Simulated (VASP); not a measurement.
# Re (Im-3m) in VASP: single point with PBEsol

Aim: the single point of Re with PBEsol.

Program: VASP 6.6.1. These are calculated values, not measurements. Logs are shortened: lines on timing, memory, paths and dates and some standing lists are left out, and cuts for length are marked.

## 1. The cell of the first run

It takes space group Im-3m (No. 229, cubic). Conventional cell: a = 3.688 Å, b = 3.688 Å, c = 3.688 Å, α = 90.00°, β = 90.00°, γ = 90.00°. Within 4.2 Å of Re (site symmetry m-3m) lie 14 Re at 3.19 to 3.69 Å.

This isn't the form of Re at room conditions, which is hcp.

## 2. Single point, PBEsol (Au replaced by Re, lengths x 1.066, strained)

File INCAR:

```
SYSTEM = Re
PREC = Accurate
ENCUT = 520
EDIFF = 1E-7
ISMEAR = 0
SIGMA = 0.1
LREAL = .FALSE.
LASPH = .TRUE.
NELM = 80
ALGO = Fast
ISIF = 2
LWAVE = .FALSE.
LCHARG = .TRUE.
GGA = PS
LELF = .TRUE.
LVHAR = .TRUE.
NBANDS = 10
```

File KPOINTS:

```
regular mesh
0
G
  16 16 16
  0 0 0
```

File POSCAR:

```
Re
1.0
   -1.8438561642      1.8438561642      1.8438561642
    1.8438561642     -1.8438561642      1.8438561642
    1.8438561642      1.8438561642     -1.8438561642
Re
1
Direct
    0.0000000000      0.0000000000      0.0000000000
```

Potentials or basis: VASP PAW PBE potentials, release 64 (Re).

Launch:

```sh
$ cat potpaw_PBE.64/Re/POTCAR > POTCAR
$ mpirun -np 1 vasp_std > vasp.out
```

OUTCAR:

```text
SYSTEM = Re
   PREC = Accurate
   ENCUT = 520
   EDIFF = 1E-7
   ISMEAR = 0
   LREAL = .FALSE.
   LASPH = .TRUE.
   NELM = 80
   ISIF = 2
   GGA = PS

 ion  position               nearest neighbor table
   1  0.000  0.000  0.000-

  LATTYP: Found a body centered cubic cell.
 ALAT       =     3.6877123284

  Lattice vectors:

 A1 = (  -1.8438561642,   1.8438561642,   1.8438561642)
 A2 = (   1.8438561642,  -1.8438561642,   1.8438561642)
 A3 = (   1.8438561642,   1.8438561642,  -1.8438561642)

Analysis of symmetry for initial positions (statically):
=====================================================================
 Subroutine PRICEL returns:
 Original cell was already a primitive cell.

 Routine SETGRP: Setting up the symmetry group for a
 body centered cubic supercell.

 Subroutine GETGRP returns: Found 48 space group operations
 (whereof 48 operations were pure point group operations)
 out of a pool of 48 trial point group operations.

The static configuration has the point symmetry O_h .

Analysis of symmetry for dynamics (positions and initial velocities):
=====================================================================
 Subroutine PRICEL returns:
 Original cell was already a primitive cell.

 Routine SETGRP: Setting up the symmetry group for a
 body centered cubic supercell.

 Subroutine GETGRP returns: Found 48 space group operations
 (whereof 48 operations were pure point group operations)
 out of a pool of 48 trial point group operations.

The dynamic configuration has the point symmetry O_h .

 Subroutine INISYM returns: Found 48 space group operations
 (whereof 48 operations are pure point group operations),
 and found     1 'primitive' translations

----------------------------------------------------------------------------------------

                                     Primitive cell

  volume of cell :      25.0750

  direct lattice vectors                    reciprocal lattice vectors
    -1.843856164  1.843856164  1.843856164     0.000000000  0.271170827  0.271170827
     1.843856164 -1.843856164  1.843856164     0.271170827  0.000000000  0.271170827
     1.843856164  1.843856164 -1.843856164     0.271170827  0.271170827  0.000000000

  length of vectors
     3.193652558  3.193652558  3.193652558     0.383493461  0.383493461  0.383493461

  position of ions in fractional coordinates (direct lattice)
     0.000000000  0.000000000  0.000000000

  ion indices of the primitive-cell ions
[... 79 lines left out ...]
   NFREE  =      0    steps in history (QN), initial steepest desc. (CG)
   ISIF   =      2    stress and relaxation
   ISYM   =      2    0-nonsym 1-usesym 2-fastsym
   POTIM  = 0.5000    time-step for ionic-motion
   TEBEG  =    0.0;   TEEND  =   0.0 temperature during run
   PSTRESS=    0.0 pullay stress
   NELECT =       7.0000    total number of electrons
   NUPDOWN=      -1.0000    fix difference up-down
   EMIN   =  10.00;   EMAX   =-10.00  energy-range for DOS
   EFERMI =   0.00;   METHOD = LEGACY
   ISMEAR =     0;   SIGMA  =   0.10  broadening in eV -4-tet -1-fermi 0-gaus
   EFERMI_NEDOS =   21; number of points for ismear=-14 and -15
   IALGO  =     68    algorithm
   IMIX   =      4    mixing-type and parameters
     AMIX     =   0.40;   BMIX     =  1.00
     AMIX_MAG =   1.60;   BMIX_MAG =  1.00
  volume/ion in A,a.u.               =      25.08       169.21
  Fermi-wavevector in a.u.,A,eV,Ry     =   1.069943  2.021898 15.575639  1.144777
  Thomas-Fermi vector in A             =   2.205637
   LORBIT       =      0    0 simple, 1 ext, 2 COOP (PROOUT), +10 PAW based schemes
   GGA     = PS    functional components
   LHFCALC =     F    Hartree Fock is set to
   AEXX    =    0.0000 exact exchange contribution
   IVDW    =     0    specifies the selected vdW correction
   LEPSILON=     F    determine dielectric tensor
   LRPA    =     F    only Hartree local field effects (RPA)
 non-spin polarized calculation
 RMM-DIIS sequential band-by-band and
 Gauss-broadening in eV      SIGMA  =   0.10
  energy-cutoff  :      520.00
  volume of cell :       25.08
 maximum number of plane-waves:       691
   NGX = 11   NGY = 11   NGZ = 11

 number of electron       6.9999999 magnetization

 Free energy of the ion-electron system (eV)
  ---------------------------------------------------
  ext. energy  EPLUGINS =         0.00000000
  ---------------------------------------------------
  free energy    TOTEN  =        -9.87195679 eV

  energy without entropy =       -9.85947562  energy(sigma->0) =       -9.86571620

 E-fermi :   2.9097     XC(G=0): -11.0701

 val. band max:        2.9079422636   @ k =   0.2500   0.0000   0.0000
 cond. band min:       2.9316214287   @ k =   0.1875   0.0625  -0.0000
 fundamental gap:      0.0236791652
 Fermi energy:         2.9097297834

 k-point     1 :       0.0000    0.0000    0.0000
  band No.  band energies     occupation
      1      -4.0035      2.00000
      2       1.6171      2.00000
      3       1.6171      2.00000
      4       1.6171      2.00000
      5       3.2629      0.00000
      6       3.2629      0.00000
      7      17.1871      0.00000
      8      17.1871      0.00000
      9      17.1871      0.00000
     10      22.3783      0.00000
[... 287 lines left out ...]
 k-point    24 :       0.2500    0.1875    0.0000
  band No.  band energies     occupation
      1      -0.8812      2.00000
      2       0.8526      2.00000
      3       1.1509      2.00000
      4       2.9714      0.38346
      5       3.4848      0.00000
      6       4.6995      0.00000
      7      10.1294      0.00000
      8      12.9465      0.00000
      9      15.3654      0.00000
     10      19.5985      0.00000

 [... further k-points ...]

------------------------ aborting loop because EDIFF is reached ----------------------------------------

  FORCE on cell =-STRESS in cart. coord.  units (eV):
  Direction    XX          YY          ZZ          XY          YZ          ZX
  --------------------------------------------------------------------------------------
  -------------------------------------------------------------------------------------
  Total       -8.9685734     -8.9685734     -8.9685734      0.0000000      0.0000000     -0.0000000
  in kB     -573.0504248   -573.0504248   -573.0504248      0.0000000      0.0000000     -0.0000000
  external PRESSURE =    -573.0504248 kB  Pullay stress =       0.0000000 kB

 VOLUME and BASIS-vectors are now :
 -----------------------------------------------------------------------------
  energy-cutoff  :      520.00
  volume of cell :       25.08
      direct lattice vectors                 reciprocal lattice vectors
    -1.843856164  1.843856164  1.843856164     0.000000000  0.271170827  0.271170827
     1.843856164 -1.843856164  1.843856164     0.271170827  0.000000000  0.271170827
     1.843856164  1.843856164 -1.843856164     0.271170827  0.271170827  0.000000000

 POSITION                                       TOTAL-FORCE (eV/Angst)
 -----------------------------------------------------------------------------------
      0.00000      0.00000      0.00000        -0.000000      0.000000      0.000000
 -----------------------------------------------------------------------------------
    total drift:                               -0.000000      0.000000      0.000000

  FREE ENERGIE OF THE ION-ELECTRON SYSTEM (eV)
  ---------------------------------------------------
  free  energy   TOTEN  =        -9.8719567861 eV

  energy  without entropy=       -9.8594756190  energy(sigma->0) =       -9.86571620
```

Wall time 58 s (1 thread of AMD EPYC 7R43 (Zen 3), shared host); peak memory 0.13 GiB.

What came out:

```yaml
Free_energy: -9.8720 eV
Pressure: -57.3 GPa
Band_gap_on_the_k_mesh: zero (an odd number of electrons rules out a gap without spin polarisation)
```

Caveat: the cell differs from its parent crystal (Au replaced by Re, lengths x 1.066, strained); the cell stands under tension; the PAW data sets were made with another functional, which shifts forces and pressure a little; spin-orbit coupling is left out, which moves the levels of the heavy elements.
